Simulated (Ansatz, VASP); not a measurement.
**Two plane-wave programs on FePt**

File INCAR:

```
SYSTEM = FePt
  PREC = Accurate
  ENCUT = 520
  EDIFF = 1E-6
  ISMEAR = -1
  SIGMA = 0.1
  LREAL = .FALSE.
  LASPH = .TRUE.
  NELM = 150
  ALGO = Normal
  ISIF = 2
  LWAVE = .FALSE.
  LCHARG = .TRUE.
  ISPIN = 2
  MAGMOM = 2.9 0.4
  LORBIT = 11
  LMAXMIX = 4
  GGA = PS
  LELF = .TRUE.
  LVHAR = .TRUE.
  NBANDS = 20
```

Contents of KPOINTS:

```
regular mesh
0
G
  14 14 10
  0 0 0
```

Contents of POSCAR:

```
FePt
1.0
    2.6879354321      0.0000000000      0.0000000000
    0.0000000000      2.6879354321      0.0000000000
    0.0000000000      0.0000000000      3.7164577630
Fe Pt
1 1
Direct
    0.0000000000      0.0000000000      0.0000000000
    0.5000000000      0.5000000000      0.5000000000
```

Input for Ansatz:

```yaml
crystal:
  lattice:
    - [2.68793543207, 0.0, 0.0]
    - [0.0, 2.68793543207, 0.0]
    - [0.0, 0.0, 3.71645776303]
  atoms:
    - { symbol: Fe, position: [0.0, 0.0, 0.0], spin: 2.9 }
    - { symbol: Pt, position: [0.5, 0.5, 0.5], spin: 0.4 }
magnetization:
  spin_polarized: true
kpoints:
  mp_grid: { grid: [14, 14, 10] }
scf:
  occupations: { method: fermi_dirac, width: 0.1 }
hamiltonian:
  xc: pbesol
  pseudopotentials: { kind: paw }
output:
  forces: true
  stress: true
  eigenvalues: true
  eigenstates:
    nscf_kmesh: { grid: [20, 20, 16] }
    de_dk: true
    e_range: [-14, 14]
  optics:
    e_range: [0, 30]
    de: 0.2
    sigma: 0.25
    bands: { spectra_wanted_up_to: 30 }
    nscf_kmesh: { grid: [20, 20, 16] }
    drude_damping: 0.03
checkpoint:
  write: ck
  write_wavefunctions: false
```

Alike in both runs: task single point; functional PBEsol; k mesh 14 × 14 × 10; occupations fermi-dirac, width 0.1 eV; collinear spin.

|  | VASP | Ansatz |
| --- | --- | --- |
| version | VASP 6.6.1 | Ansatz 0.2.0 |
| potentials or method | VASP PAW PBE potentials, release 64 (Fe, Pt) | PAW with Ansatz's default frozen-core files, scalar-relativistic |
| plane-wave cutoff (eV) | 520 | 420 |
| valence electrons in the cell | 18 | 34 |

Ansatz gave:

- pressure (GPa): 0.0
- traceless stress, the component that is largest in VASP (GPa): 0.00
- net moment per atom (μB): 1.60
- size of the moment on the site where the two differ most (μB): 0.37

Problem. What did VASP give for the same quantities?

Solution. Pressure (GPa): -0.3; traceless stress, the component that is largest in VASP (GPa): 0.06; net moment per atom (μB): 1.60; size of the moment on the site where the two differ most (μB): 0.32.

VASP's potentials were made for PBE, not for PBEsol. Site moments also hang on the region over which each program counts them. With one functional, cell and mesh, what is left measures potentials, basis and numerics. VASP's potentials hold 18 valence electrons a cell and Ansatz's 34, so a difference there can come from the potentials and not from the codes. Ansatz's warnings: optics on partly filled bands.

Neither program's run includes spin-orbit coupling.
